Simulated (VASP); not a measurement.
Here is a VASP 6.6.1 calculation.

Contents of INCAR:

```
SYSTEM = WC
  PREC = Accurate
  ENCUT = 910
  EDIFF = 1E-6
  ISMEAR = 0
  SIGMA = 0.1
  LREAL = .False.
  LASPH = .True.
  NELM = 120
  ALGO = Normal
  ISIF = 2
  LWAVE = .False.
  LCHARG = .True.
  GGA = PS
  LELF = .True.
  LVHAR = .True.
  NBANDS = 16
  GGA_COMPAT = .False.
```

File KPOINTS:

```
regular mesh
0
Gamma
  24 24 18
  0 0 0
```

POSCAR

```
WC
1.0
    2.8984787829      0.0000000000      0.0000000000
   -1.4492393914      2.5101562583      0.0000000000
    0.0000000000      0.0000000000      2.9125895608
W C
1 1
Direct
    0.0000000000      0.0000000000      0.0000000000
    0.6666666667      0.3333333333      0.5000000000
```

Potentials or basis: VASP PAW PBE potentials, release 64 (W_sv, C_h).

Command:

```bash
$ cat potpaw_PBE.64/W_sv/POTCAR potpaw_PBE.64/C_h/POTCAR > POTCAR
$ mpirun -np 1 vasp_std > vasp.out
```

Question: Estimate the pressure.

Answer: -11.4 GPa.

Question: What does it give for the band gap on the k mesh?

Answer: Zero (bands 9 and 10 overlap by 1.13 eV).

Stress tensor (GPa, compression positive):
```
 -4.14   0.00   0.00
  0.00  -4.14   0.00
  0.00   0.00 -25.95
```

Caveat: the cell differs from its parent crystal (strain along c alone, the other axes held: +3.0 %); the cutoff is under 1.25 times the usual one of these potentials, so pressure, stress and relaxed cells hold a basis-set (Pulay) error; the cell stands under tension; the PAW data sets were made with another functional, which shifts forces and pressure a little; spin-orbit coupling is left out, which moves the levels of the heavy elements.
